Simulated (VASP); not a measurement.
# S (Pm-3m) in VASP: a series of runs, part 2 of 2

VASP 6.6.1. The steps go on from the part before.

**3. Relaxation of cell and atoms, r2SCAN**

This run uses another cell than the first one, of 29.00 Å³/atom.

Input file POSCAR:

```
S
1.0
    3.0724470512      0.0000000000      0.0000000000
    0.0000000000      3.0724470512      0.0000000000
    0.0000000000      0.0000000000      3.0724470512
S
1
Direct
    0.0000000000      0.0000000000      0.0000000000
```

Input file INCAR.step1:

```
SYSTEM = S
  PREC = Accurate
  ENCUT = 600
  ISMEAR = 0
  SIGMA = 0.1
  LREAL = .False.
  LASPH = .True.
  NELM = 100
  GGA = PE
  ALGO = Normal
  EDIFF = 1E-4
  LWAVE = .True.
  LCHARG = .False.
```

Input file INCAR.step2:

```
SYSTEM = S
  PREC = Accurate
  ENCUT = 600
  EDIFF = 1E-7
  ISMEAR = 0
  SIGMA = 0.1
  LREAL = .False.
  LASPH = .True.
  NELM = 100
  ALGO = Normal
  ISIF = 3
  LWAVE = .False.
  LCHARG = .False.
  METAGGA = R2SCAN
  LMIXTAU = .True.
  IBRION = 2
  NSW = 90
  EDIFFG = -0.04
  ISTART = 1
```

Input file KPOINTS:

```
Automatic mesh
0
Gamma
  6 6 6
  0 0 0
```

Potentials or basis: VASP PAW PBE potentials, release 64 (S).

Started as:

```sh
$ cat potpaw_PBE.64/S/POTCAR > POTCAR
$ cp INCAR.step1 INCAR
$ mpirun -np 1 vasp_std > vasp.out
$ cp INCAR.step2 INCAR
$ mpirun -np 1 vasp_std > vasp.out
```

OUTCAR:

```text
SYSTEM = S
   PREC = Accurate
   ENCUT = 600
   EDIFF = 1E-7
   ISMEAR = 0
   LREAL = .False.
   LASPH = .True.
   NELM = 100
   ISIF = 3
   METAGGA = R2SCAN
   IBRION = 2
   NSW = 90
   EDIFFG = -0.04
   ISTART = 1

 ion  position               nearest neighbor table
   1  0.000  0.000  0.000-

  LATTYP: Found a simple cubic cell.
 ALAT       =     3.0724470512

  Lattice vectors:

 A1 = (   3.0724470512,   0.0000000000,   0.0000000000)
 A2 = (   0.0000000000,   3.0724470512,   0.0000000000)
 A3 = (   0.0000000000,   0.0000000000,   3.0724470512)

Analysis of symmetry for initial positions (statically):
=====================================================================
 Subroutine PRICEL returns:
 Original cell was already a primitive cell.

 Routine SETGRP: Setting up the symmetry group for a
 simple cubic supercell.

 Subroutine GETGRP returns: Found 48 space group operations
 (whereof 48 operations were pure point group operations)
 out of a pool of 48 trial point group operations.

The static configuration has the point symmetry O_h .

Analysis of symmetry for dynamics (positions and initial velocities):
=====================================================================
 Subroutine PRICEL returns:
 Original cell was already a primitive cell.

 Routine SETGRP: Setting up the symmetry group for a
 simple cubic supercell.

 Subroutine GETGRP returns: Found 48 space group operations
 (whereof 48 operations were pure point group operations)
 out of a pool of 48 trial point group operations.

The dynamic configuration has the point symmetry O_h .

 Subroutine INISYM returns: Found 48 space group operations
 (whereof 48 operations are pure point group operations),
 and found     1 'primitive' translations

----------------------------------------------------------------------------------------

                                     Primitive cell
[... 100 lines left out ...]
   EFERMI_NEDOS =   21; number of points for ismear=-14 and -15
   IALGO  =     38    algorithm
   IMIX   =      4    mixing-type and parameters
     AMIX     =   0.40;   BMIX     =  1.00
     AMIX_MAG =   1.60;   BMIX_MAG =  1.00
  volume/ion in A,a.u.               =      29.00       195.73
  Fermi-wavevector in a.u.,A,eV,Ry     =   0.968220  1.829671 12.754788  0.937451
  Thomas-Fermi vector in A             =   2.098171
   LORBIT       =      0    0 simple, 1 ext, 2 COOP (PROOUT), +10 PAW based schemes
   METAGGA = R2SCAN    functional components
   LHFCALC =     F    Hartree Fock is set to
   AEXX    =    0.0000 exact exchange contribution
   IVDW    =     0    specifies the selected vdW correction
   LEPSILON=     F    determine dielectric tensor
   LRPA    =     F    only Hartree local field effects (RPA)
 conjugate gradient relaxation of ions
 non-spin polarized calculation
 Gauss-broadening in eV      SIGMA  =   0.10
  energy-cutoff  :      600.00
  volume of cell :       29.00
 maximum number of plane-waves:       992
 NGX is ok and might be reduce to    28
   NGX = 13   NGY = 13   NGZ = 13

--------------------------------------- Ionic step        1  -------------------------------------------

 number of electron       6.0000001 magnetization

 Free energy of the ion-electron system (eV)
  ---------------------------------------------------
  ext. energy  EPLUGINS =         0.00000000
  ---------------------------------------------------
  free energy    TOTEN  =        -6.29123683 eV

  energy without entropy =       -6.27713271  energy(sigma->0) =       -6.28418477

 E-fermi :   0.6413     XC(G=0):  -8.7340

 val. band max:        0.6017013540   @ k =   0.3333   0.1667   0.1667
 cond. band min:       0.6531003938   @ k =   0.3333   0.1667   0.1667
 fundamental gap:      0.0513990398
 Fermi energy:         0.6413102143

 k-point     1 :       0.0000    0.0000    0.0000
  band No.  band energies     occupation
      1     -12.9556      2.00000
      2       1.4433      0.00000
      3       1.4433      0.00000
      4       1.4433      0.00000
      5       8.6473      0.00000
      6      10.0156      0.00000
      7      10.0156      0.00000
[... 286 lines left out ...]
  FREE ENERGIE OF THE ION-ELECTRON SYSTEM (eV)
  ---------------------------------------------------
  free  energy   TOTEN  =        -7.2102502876 eV

  energy  without entropy=       -7.2054452699  energy(sigma->0) =       -7.20784778

[... ionic steps 4 to 11 ...]

--------------------------------------- Ionic step       12  -------------------------------------------

 number of electron       5.9999999 magnetization

------------------------ aborting loop because EDIFF is reached ----------------------------------------
[... 65 lines left out ...]
--------------------------------------- Ionic step       14  -------------------------------------------

 number of electron       5.9999999 magnetization

 Free energy of the ion-electron system (eV)
  ---------------------------------------------------
  ext. energy  EPLUGINS =         0.00000000
  ---------------------------------------------------
  free energy    TOTEN  =        -7.21233781 eV

  energy without entropy =       -7.20775558  energy(sigma->0) =       -7.21004669

 E-fermi :   7.4250     XC(G=0): -11.3611

 val. band max:        6.8484590497   @ k =   0.1667   0.1667   0.1667
 cond. band min:       7.4469666833   @ k =   0.5000   0.1667   0.1667
 fundamental gap:      0.5985076336
 Fermi energy:         7.4250219125

 k-point     1 :       0.0000    0.0000    0.0000
  band No.  band energies     occupation
      1     -10.8219      2.00000
      2       8.9883      0.00000
      3       8.9883      0.00000
      4       8.9883      0.00000
      5      14.9799      0.00000
      6      14.9799      0.00000
      7      18.8281      0.00000
[... 216 lines left out ...]
  FREE ENERGIE OF THE ION-ELECTRON SYSTEM (eV)
  ---------------------------------------------------
  free  energy   TOTEN  =        -7.2123378057 eV

  energy  without entropy=       -7.2077555772  energy(sigma->0) =       -7.21004669

 reached required accuracy - stopping structural energy minimisation
```

OSZICAR.step1:

```text
N       E                     dE             d eps       ncg     rms          rms(c)
DAV:   1     0.125392713259E+02    0.12539E+02   -0.27514E+03   280   0.768E+02
DAV:   2    -0.208975667051E+01   -0.14629E+02   -0.14266E+02   378   0.880E+01
DAV:   3    -0.257763297516E+01   -0.48788E+00   -0.48665E+00   329   0.176E+01
DAV:   4    -0.258068962923E+01   -0.30567E-02   -0.30564E-02   441   0.143E+00
DAV:   5    -0.258071634178E+01   -0.26713E-04   -0.26713E-04   329   0.865E-02    0.283E+00
DAV:   6    -0.257270967456E+01    0.80067E-02   -0.16310E-02   329   0.763E-01    0.159E+00
DAV:   7    -0.257202853522E+01    0.68114E-03   -0.16432E-02   301   0.800E-01    0.209E-01
DAV:   8    -0.257216391189E+01   -0.13538E-03   -0.52783E-04   392   0.150E-01    0.323E-02
DAV:   9    -0.257216321437E+01    0.69752E-06   -0.32902E-06   189   0.177E-02
   1 F= -.25721632E+01 E0= -.25653868E+01  d E =-.135529E-01
```

Run time: 75 s. Hardware: 1 thread of Intel Xeon 6975P-C (Granite Rapids), shared host; peak memory 0.15 GiB.

What came out:

```
Free energy                           : -7.2123 eV
Relaxed volume                        : 16.63 Å³/atom
Relaxed cell                          : a = 2.552 Å, b = 2.552 Å, c = 2.552 Å, α = 90.00°, β = 90.00°, γ = 90.00°
Space group after relaxing (to 0.1 Å) : Pm-3m (No. 221)
Energy gained by relaxing             : 921.1 meV/atom
Ionic steps                           : 14
Pressure after relaxing               : -0.3 GPa
Band gap on the k mesh                : zero (bands 3 and 4 overlap by 7.55 eV)
```

Step by step:
| step | energy change (eV) | largest force (eV/Å) | pressure (GPa) | volume (Å³) |
| --- | --- | --- | --- | --- |
| 1 | 0.0000 | 0.0000 | -13.96 | 29.00 |
| 2 | -0.8047 | 0.0000 | -10.40 | 19.64 |
| 3 | -0.9190 | 0.0000 | -1.85 | 16.93 |
| 4 | -0.9210 | 0.0000 | 0.55 | 16.47 |
| 5 | -0.9210 | 0.0000 | -0.58 | 16.67 |
| 6 | -0.9210 | 0.0000 | -0.55 | 16.67 |
| 7 | -0.9210 | 0.0000 | -0.49 | 16.66 |
| 8 | -0.9210 | 0.0000 | -0.49 | 16.66 |
| 9 | -0.9210 | 0.0000 | -0.49 | 16.66 |
| 10 | -0.9210 | 0.0000 | -0.49 | 16.66 |
| 11 | -0.9210 | 0.0000 | -0.47 | 16.65 |
| 12 | -0.9210 | 0.0000 | -0.45 | 16.65 |
| 13 | -0.9211 | 0.0000 | -0.41 | 16.64 |
| 14 | -0.9211 | 0.0000 | -0.32 | 16.63 |

Final structure:
```
S
1.0
     2.55224    0.00000    0.00000
     0.00000    2.55224    0.00000
     0.00000    0.00000    2.55224
S
1
Direct
  0.00000 0.00000 0.00000
```

Caveat: the volume moved by over 15 % at a fixed basis, so the end points are rough; the PAW data sets were made with another functional, which shifts forces and pressure a little.
